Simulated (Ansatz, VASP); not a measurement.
## WS2 in VASP and in Ansatz

The input INCAR:

```
ALGO = Normal ; DIPOL = 0.5 0.5 0.391
EDIFF = 1E-6 ; ENCUT = 520
GGA = PE ; IDIPOL = 3
ISIF = 2 ; ISMEAR = 0
IVDW = 12 ; LASPH = T
LCHARG = F ; LDIPOL = T
LREAL = F ; LWAVE = F
NBANDS = 35 ; NELM = 60
PREC = Accurate ; SIGMA = 0.05
```

File KPOINTS:

```
k-points
0
Gamma
  9 9 1
```

The input POSCAR:

```
WS2
1.0
    3.1595457497      0.0000000000      0.0000000000
   -1.5797728749      2.7362468836      0.0000000000
    0.0000000000      0.0000000000     23.8042575719
S W
4 2
Direct
    0.3333333333      0.6666666667      0.1890418126
    0.3333333333      0.6666666667      0.3214605103
    0.6666666667      0.8333333333      0.4596710800
    0.6666666667      0.8333333333      0.5920897776
    0.6666666667      0.3333333333      0.2552511581
    0.3333333333      1.1666666667      0.5258804254
```

Input for Ansatz:

```yaml
crystal:
  lattice:
    - [3.1595457497, 0.0, 0.0]
    - [-1.5797728749, 2.7362468836, 0.0]
    - [0.0, 0.0, 23.8042575719]
  atoms:
    - { symbol: S, position: [0.3333333333, 0.6666666667, 0.1890418126] }
    - { symbol: W, position: [0.6666666667, 0.3333333333, 0.2552511581] }
    - { symbol: S, position: [0.3333333333, 0.6666666667, 0.3214605103] }
    - { symbol: S, position: [0.6666666667, 0.8333333333, 0.45967108] }
    - { symbol: W, position: [0.3333333333, 1.1666666667, 0.5258804254] }
    - { symbol: S, position: [0.6666666667, 0.8333333333, 0.5920897776] }
basis:
  ecutwfc: 420
kpoints:
  mp_grid: { grid: [9, 9, 1] }
hamiltonian:
  xc: pbe
  pseudopotentials: { kind: paw, azcp: { folder: soft_1 } }
  dispersion: d3bj
scf:
  occupations: { method: gaussian, width: 0.05 }
output:
  forces: true
  eigenvalues: true
  write_density: true
  write_potential: true
  elf: true
  volumetric_format: npy
efield:
  axis: 3
  dipole_correction: true
  ramp_width: 0.04
```

Alike in both runs: task single point; functional PBE; dispersion D3(BJ); k mesh 9 × 9 × 1; occupations gaussian, width 0.05 eV; no spin polarisation.

|  | VASP | Ansatz |
| --- | --- | --- |
| version | VASP 6.6.1 | Ansatz 0.2.0 |
| potentials or method | VASP PAW PBE potentials, release 64 (S, W_sv), cutoff 520 eV | scalar-relativistic, plane waves, PAW |
| valence electrons in the cell | 52 | 52 |

Ansatz gave:

- gap on the k mesh at the Fermi level (eV): 1.64
- least direct gap on the mesh (eV): 1.91
- rms of the force components (eV/Å): 0.025

Task: Estimate VASP's values.

Result: gap on the k mesh at the Fermi level (eV): 1.65; least direct gap on the mesh (eV): 1.91; rms of the force components (eV/Å): 0.025.

Spin-orbit coupling is off throughout.
